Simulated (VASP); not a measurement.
Set up this calculation in VASP 6.6.1, as the native input.

* Task: electric field gradients
* Functional: PBEsol
* Potentials or basis: VASP PAW PBE potentials, release 64 (Nb_sv, N)
* Cutoff: 520 eV
* k mesh: 14 × 14 × 14
* Occupations: fermi-dirac, width 0.08 eV
* Spin: no spin polarisation
* Dipole correction: no
* Further INCAR settings: ALGO = Normal; EDIFF = 1e-08; NBANDS = 16

The structure of NbN lies in POSCAR:

```
NbN
1.0
    0.0000000000      2.1945000000      2.1945000000
    2.1945000000      0.0000000000      2.1945000000
    2.1945000000      2.1945000000      0.0000000000
Nb N
1 1
Direct
    0.5000000000      0.5000000000      0.5000000000
    0.0000000000      0.0000000000      0.0000000000
```

These files were run (other wordings do the same):

INCAR

```
SYSTEM = NbN
PREC = Accurate
ENCUT = 520
EDIFF = 1E-8
ISMEAR = -1
SIGMA = 0.08
LREAL = .FALSE.
LASPH = .TRUE.
NELM = 120
ALGO = Normal
ISIF = 2
LWAVE = .FALSE.
LCHARG = .FALSE.
GGA = PS
LEFG = .TRUE.
NBANDS = 16
GGA_COMPAT = .FALSE.
```

KPOINTS

```
Automatic mesh
0
G
  14 14 14
  0 0 0
```

Potentials or basis: VASP PAW PBE potentials, release 64 (Nb_sv, N).

The run is started by

```console
$ cat potpaw_PBE.64/Nb_sv/POTCAR potpaw_PBE.64/N/POTCAR > POTCAR
$ mpirun -np 1 vasp_std > vasp.out
```

Results of the run:

The pressure is -2.4 GPa and the band gap on the k mesh is zero (band 9 reaches 15.43 eV, above the bottom of band 10 at 11.88 eV).

Caveat: without QUAD_EFG the Cq values of the log hold for a quadrupole moment of 1 mb, not for the nuclei; the PAW data sets were made with another functional, which shifts forces and pressure a little.

Run time: 46 s on 1 thread of Intel(R) Xeon(R) Platinum 8375C CPU @ 2.90GHz (Ice Lake) (shared host), peak memory 0.16 GiB.
